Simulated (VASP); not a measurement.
# Al (I4/mmm) in VASP: further runs

The runs below take Al through single point, with PBEsol+D3(BJ).

Everything below comes from runs of VASP 6.6.1. Logs are shortened: lines on timing, memory, paths and dates and some standing lists are left out, and cuts for length are marked.

### 1 The cell of the first run

Symmetry: I4/mmm, No. 139, tetragonal system. The conventional cell has a = 2.902 Å, b = 2.902 Å, c = 3.939 Å, α = 90.00°, β = 90.00°, γ = 90.00°. Within 3.7 Å of Al (site symmetry 4/mmm) lie 12 Al at 2.84 to 2.90 Å.

### 2 Single point, PBEsol+D3(BJ)

INCAR

```
PREC = Accurate
ENCUT = 520
EDIFF = 1E-7
ISMEAR = 0
SIGMA = 0.15
LREAL = False
LASPH = True
NELM = 80
ALGO = Normal
ISIF = 2
LWAVE = False
LCHARG = False
GGA = PS
IVDW = 12
NBANDS = 8
```

KPOINTS

```
regular mesh
0
Gamma
  22 22 22
```

POSCAR

```
Al
1.0
    0.0000000000      2.0517091992      1.9696408312
    2.0517091992      0.0000000000      1.9696408312
    2.0517091992      2.0517091992      0.0000000000
Al
1
Direct
    0.0000000000      0.0000000000      0.0000000000
```

Potentials or basis: VASP PAW PBE potentials, release 64 (Al).

The run is started by

```sh
$ cat potpaw_PBE.64/Al/POTCAR > POTCAR
$ mpirun -np 1 vasp_std > vasp.out
```

OUTCAR:

```text
PREC = Accurate
   ENCUT = 520
   EDIFF = 1E-7
   ISMEAR = 0
   LREAL = False
   LASPH = True
   NELM = 80
   ISIF = 2
   GGA = PS
   IVDW = 12
 IVDW          = 12

 ion  position               nearest neighbor table
   1  0.000  0.000  0.000-

  LATTYP: Found a body centered tetragonal cell.
 ALAT       =     2.9015549756
 C/A-ratio  =     1.3576450199

  Lattice vectors:

 A1 = (   0.0000000000,  -2.0517091992,  -1.9696408312)
 A2 = (   0.0000000000,   2.0517091992,  -1.9696408312)
 A3 = (   2.0517091992,   0.0000000000,   1.9696408312)

Analysis of symmetry for initial positions (statically):
=====================================================================
 Subroutine PRICEL returns:
 Original cell was already a primitive cell.

 Routine SETGRP: Setting up the symmetry group for a
 body centered tetragonal supercell.

 Subroutine GETGRP returns: Found 16 space group operations
 (whereof 16 operations were pure point group operations)
 out of a pool of 16 trial point group operations.

The static configuration has the point symmetry D_4h.

Analysis of symmetry for dynamics (positions and initial velocities):
=====================================================================
 Subroutine PRICEL returns:
 Original cell was already a primitive cell.

 Routine SETGRP: Setting up the symmetry group for a
 body centered tetragonal supercell.

 Subroutine GETGRP returns: Found 16 space group operations
 (whereof 16 operations were pure point group operations)
 out of a pool of 16 trial point group operations.

The dynamic configuration has the point symmetry D_4h.

 Subroutine INISYM returns: Found 16 space group operations
 (whereof 16 operations are pure point group operations),
 and found     1 'primitive' translations

----------------------------------------------------------------------------------------

                                     Primitive cell

  volume of cell :      16.5824

  direct lattice vectors                    reciprocal lattice vectors
     0.000000000  2.051709199  1.969640831    -0.243699253  0.243699253  0.253853389
     2.051709199  0.000000000  1.969640831     0.243699253 -0.243699253  0.253853389
     2.051709199  2.051709199  0.000000000     0.243699253  0.243699253 -0.253853389

  length of vectors
     2.844115968  2.844115968  2.901554976     0.428042282  0.428042282  0.428042282

  position of ions in fractional coordinates (direct lattice)
     0.000000000  0.000000000  0.000000000

  ion indices of the primitive-cell ions
[... 77 lines left out ...]
   NSW    =      0    number of steps for IOM
   IBRION =     -1    ionic relax: 0-MD 1-quasi-New 2-CG
   NFREE  =      0    steps in history (QN), initial steepest desc. (CG)
   ISIF   =      2    stress and relaxation
   ISYM   =      2    0-nonsym 1-usesym 2-fastsym
   POTIM  = 0.5000    time-step for ionic-motion
   TEBEG  =    0.0;   TEEND  =   0.0 temperature during run
   PSTRESS=    0.0 pullay stress
   NELECT =       3.0000    total number of electrons
   NUPDOWN=      -1.0000    fix difference up-down
   EMIN   =  10.00;   EMAX   =-10.00  energy-range for DOS
   EFERMI =   0.00;   METHOD = LEGACY
   ISMEAR =     0;   SIGMA  =   0.15  broadening in eV -4-tet -1-fermi 0-gaus
   EFERMI_NEDOS =   21; number of points for ismear=-14 and -15
   IALGO  =     38    algorithm
   IMIX   =      4    mixing-type and parameters
     AMIX     =   0.40;   BMIX     =  1.00
     AMIX_MAG =   1.60;   BMIX_MAG =  1.00
  volume/ion in A,a.u.               =      16.58       111.90
  Fermi-wavevector in a.u.,A,eV,Ry     =   0.925903  1.749704 11.664236  0.857297
  Thomas-Fermi vector in A             =   2.051808
   LORBIT       =      0    0 simple, 1 ext, 2 COOP (PROOUT), +10 PAW based schemes
   GGA     = PS    functional components
   LHFCALC =     F    Hartree Fock is set to
   AEXX    =    0.0000 exact exchange contribution
   IVDW    =    12    specifies the selected vdW correction
   LEPSILON=     F    determine dielectric tensor
   LRPA    =     F    only Hartree local field effects (RPA)
 non-spin polarized calculation
 Gauss-broadening in eV      SIGMA  =   0.15
  energy-cutoff  :      520.00
  volume of cell :       16.58
 maximum number of plane-waves:       463
 NGX is ok and might be reduce to    24
   NGX = 11   NGY = 11   NGZ = 11

 number of electron       3.0000000 magnetization

 Free energy of the ion-electron system (eV)
  ---------------------------------------------------
  ext. energy  EPLUGINS =         0.00000000
  ---------------------------------------------------
  free energy    TOTEN  =        -4.08991575 eV

  energy without entropy =       -4.08562155  energy(sigma->0) =       -4.08776865

 E-fermi :   7.8951     XC(G=0): -10.2387

 val. band max:        7.8877305991   @ k =   0.3636   0.0455   0.0000
 cond. band min:       7.8980382746   @ k =  -0.3182   0.5000   0.1818
 fundamental gap:      0.0103076755
 Fermi energy:         7.8950882701

 k-point     1 :       0.0000    0.0000    0.0000
  band No.  band energies     occupation
      1      -3.1973      2.00000
      2      20.3433      0.00000
      3      20.3433      0.00000
      4      20.7743      0.00000
      5      21.8437      0.00000
      6      21.9742      0.00000
      7      21.9742      0.00000
      8      24.3716      0.00000
[... 243 lines left out ...]
 k-point    24 :      -0.4545    0.0455    0.0000
  band No.  band energies     occupation
      1       2.6688      2.00000
      2       4.3396      2.00000
      3      18.1239      0.00000
      4      18.4245      0.00000
      5      19.6298      0.00000
      6      19.7974      0.00000
      7      23.0037      0.00000
      8      24.6706      0.00000

 [... further k-points ...]

------------------------ aborting loop because EDIFF is reached ----------------------------------------

 Edisp (eV)   -0.31581

 E8    (eV) :    -0.2127

  FORCE on cell =-STRESS in cart. coord.  units (eV):
  Direction    XX          YY          ZZ          XY          YZ          ZX
  --------------------------------------------------------------------------------------
  -------------------------------------------------------------------------------------
  Total      -0.57972    -0.57972    -0.35027     0.00000    -0.00000    -0.00000
  in kB     -56.01201   -56.01201   -33.84245     0.00000    -0.00000    -0.00000
  external pressure =      -48.62 kB  Pullay stress =        0.00 kB

 VOLUME and BASIS-vectors are now :
 -----------------------------------------------------------------------------
  energy-cutoff  :      520.00
  volume of cell :       16.58
      direct lattice vectors                 reciprocal lattice vectors
     0.000000000  2.051709199  1.969640831    -0.243699253  0.243699253  0.253853389
     2.051709199  0.000000000  1.969640831     0.243699253 -0.243699253  0.253853389
     2.051709199  2.051709199  0.000000000     0.243699253  0.243699253 -0.253853389

 POSITION                                       TOTAL-FORCE (eV/Angst)
 -----------------------------------------------------------------------------------
      0.00000      0.00000      0.00000        -0.000000      0.000000      0.000000
 -----------------------------------------------------------------------------------
    total drift:                               -0.000000      0.000000     -0.000000

  FREE ENERGIE OF THE ION-ELECTRON SYSTEM (eV)
  ---------------------------------------------------
  free  energy   TOTEN  =        -4.4057270308 eV

  energy  without entropy=       -4.4014328250  energy(sigma->0) =       -4.40357993
```

It took 1.8 min on 1 thread of Intel Xeon 8259CL, shared host; peak memory 0.22 GiB.

Results:

| Item | Value |
| --- | --- |
| Free energy | -4.4057 eV |
| Pressure | -4.9 GPa |
| Band gap on the k mesh | zero (an odd number of electrons rules out a gap without spin polarisation) |
| Dispersion energy per atom | -0.316 eV |

Stress tensor (GPa, compression positive):
```
-5.60  0.00  0.00
 0.00 -5.60  0.00
 0.00  0.00 -3.38
```

Caveat: the cell stands under tension; the PAW data sets were made with another functional, which shifts forces and pressure a little.

### 3 Single point, PBEsol+D3(BJ)

INCAR

```
  ALGO = Normal
  EDIFF = 1E-6
  ENCUT = 520
  GGA = PS
  ISIF = 2
  ISMEAR = 0
  IVDW = 12
  LASPH = T
  LCHARG = F
  LREAL = F
  LWAVE = F
  NBANDS = 8
  NELM = 80
  PREC = Accurate
  SIGMA = 0.15
```

KPOINTS

```
k-points
0
Gamma
  22 22 22
```

POSCAR

```
Al
1.0
    0.0000000000      1.9913294518      2.0908959244
    1.9913294518      0.0000000000      2.0908959244
    1.9913294518      1.9913294518      0.0000000000
Al
1
Direct
    0.0000000000      0.0000000000      0.0000000000
```

Potentials or basis: VASP PAW PBE potentials, release 64 (Al).

The run is started by

```sh
$ cat potpaw_PBE.64/Al/POTCAR > POTCAR
$ mpirun -np 1 vasp_std > vasp.out
```

OUTCAR:

```text
EDIFF = 1E-6
   ENCUT = 520
   GGA = PS
   ISIF = 2
   ISMEAR = 0
   IVDW = 12
   LASPH = T
   LREAL = F
   NELM = 80
   PREC = Accurate
 IVDW          = 12

 ion  position               nearest neighbor table
   1  0.000  0.000  0.000-

  LATTYP: Found a body centered tetragonal cell.
 ALAT       =     2.8161651179
 C/A-ratio  =     1.4849242405

  Lattice vectors:

 A1 = (  -1.9913294518,   0.0000000000,   2.0908959244)
 A2 = (   1.9913294518,   0.0000000000,   2.0908959244)
 A3 = (   0.0000000000,   1.9913294518,  -2.0908959244)

Analysis of symmetry for initial positions (statically):
=====================================================================
 Subroutine PRICEL returns:
 Original cell was already a primitive cell.

 Routine SETGRP: Setting up the symmetry group for a
 body centered tetragonal supercell.

 Subroutine GETGRP returns: Found 16 space group operations
 (whereof 16 operations were pure point group operations)
 out of a pool of 16 trial point group operations.

The static configuration has the point symmetry D_4h.

Analysis of symmetry for dynamics (positions and initial velocities):
=====================================================================
 Subroutine PRICEL returns:
 Original cell was already a primitive cell.

 Routine SETGRP: Setting up the symmetry group for a
 body centered tetragonal supercell.

 Subroutine GETGRP returns: Found 16 space group operations
 (whereof 16 operations were pure point group operations)
 out of a pool of 16 trial point group operations.

The dynamic configuration has the point symmetry D_4h.

 Subroutine INISYM returns: Found 16 space group operations
 (whereof 16 operations are pure point group operations),
 and found     1 'primitive' translations

[... 113 lines left out ...]
  volume/ion in A,a.u.               =      16.58       111.90
  Fermi-wavevector in a.u.,A,eV,Ry     =   0.925903  1.749704 11.664236  0.857297
  Thomas-Fermi vector in A             =   2.051808
   LORBIT       =      0    0 simple, 1 ext, 2 COOP (PROOUT), +10 PAW based schemes
   GGA     = PS    functional components
   LHFCALC =     F    Hartree Fock is set to
   AEXX    =    0.0000 exact exchange contribution
   IVDW    =    12    specifies the selected vdW correction
   LEPSILON=     F    determine dielectric tensor
   LRPA    =     F    only Hartree local field effects (RPA)
 non-spin polarized calculation
 Gauss-broadening in eV      SIGMA  =   0.15
  energy-cutoff  :      520.00
  volume of cell :       16.58
 maximum number of plane-waves:       463
 NGX is ok and might be reduce to    24
   NGX = 11   NGY = 11   NGZ = 11

 number of electron       3.0000000 magnetization

 Free energy of the ion-electron system (eV)
  ---------------------------------------------------
  ext. energy  EPLUGINS =         0.00000000
  ---------------------------------------------------
  free energy    TOTEN  =        -4.08803795 eV

  energy without entropy =       -4.08342965  energy(sigma->0) =       -4.08573380

 E-fermi :   7.8954     XC(G=0): -10.2386

 val. band max:        7.8873380015   @ k =   0.5000  -0.0000   0.4091
 cond. band min:       7.8990897573   @ k =  -0.3182   0.0000   0.1364
 fundamental gap:      0.0117517558
 Fermi energy:         7.8954275469

 k-point     1 :       0.0000    0.0000    0.0000
  band No.  band energies     occupation
      1      -3.1973      2.00000
      2      20.1372      0.00000
      3      20.6743      0.00000
      4      20.6743      0.00000
      5      21.8887      0.00000
      6      21.8887      0.00000
      7      22.0203      0.00000
      8      24.3821      0.00000
[... 243 lines left out ...]
 k-point    24 :      -0.4545    0.0455    0.0000
  band No.  band energies     occupation
      1       2.7545      2.00000
      2       4.2424      2.00000
      3      16.9386      0.00000
      4      19.2608      0.00000
      5      19.7991      0.00000
      6      20.5818      0.00000
      7      23.4659      0.00000
      8      23.6013      0.00000

 [... further k-points ...]

------------------------ aborting loop because EDIFF is reached ----------------------------------------

 Edisp (eV)   -0.31581

 E8    (eV) :    -0.2127

  FORCE on cell =-STRESS in cart. coord.  units (eV):
  Direction    XX          YY          ZZ          XY          YZ          ZX
  --------------------------------------------------------------------------------------
  -------------------------------------------------------------------------------------
  Total      -0.40481    -0.40481    -0.68184     0.00000     0.00000    -0.00000
  in kB     -39.11200   -39.11200   -65.87898     0.00000     0.00000    -0.00000
  external pressure =      -48.03 kB  Pullay stress =        0.00 kB

 VOLUME and BASIS-vectors are now :
 -----------------------------------------------------------------------------
  energy-cutoff  :      520.00
  volume of cell :       16.58
      direct lattice vectors                 reciprocal lattice vectors
     0.000000000  1.991329452  2.090895924    -0.251088538  0.251088538  0.239131941
     1.991329452  0.000000000  2.090895924     0.251088538 -0.251088538  0.239131941
     1.991329452  1.991329452  0.000000000     0.251088538  0.251088538 -0.239131941

 POSITION                                       TOTAL-FORCE (eV/Angst)
 -----------------------------------------------------------------------------------
      0.00000      0.00000      0.00000         0.000000      0.000000      0.000000
 -----------------------------------------------------------------------------------
    total drift:                               -0.000000      0.000000      0.000000

  FREE ENERGIE OF THE ION-ELECTRON SYSTEM (eV)
  ---------------------------------------------------
  free  energy   TOTEN  =        -4.4038496765 eV

  energy  without entropy=       -4.3992413689  energy(sigma->0) =       -4.40154552
```

stdout:

```text
POSCAR found type information on POSCAR Al
 POSCAR found :  1 types and       1 ions
 scaLAPACK will be used
 -----------------------------------------------------------------------------
|                                                                             |
|                                                                             |
|     You enforced a specific xc type in the INCAR file but a different       |
|     I HOPE YOU KNOW WHAT YOU ARE DOING!                                     |
|                                                                             |
 -----------------------------------------------------------------------------

 LDA part: xc-table for (Slater+PW92), standard interpolation
 POSCAR, INCAR and KPOINTS ok, starting setup
 FFT: planning ... GRIDC
 FFT: planning ... GRID_SOFT
 FFT: planning ... GRID
 WAVECAR not read
 entering main loop
```

Run time: 89 s. Hardware: 1 thread of Intel Xeon 8259CL, shared host; peak memory 0.22 GiB.

What came out:

| Item | Value |
| --- | --- |
| Free energy | -4.4038 eV |
| Pressure | -4.8 GPa |
| Band gap on the k mesh | zero (an odd number of electrons rules out a gap without spin polarisation) |
| Dispersion energy per atom | -0.316 eV |

Caveat: the cell stands under tension; the PAW data sets were made with another functional, which shifts forces and pressure a little.
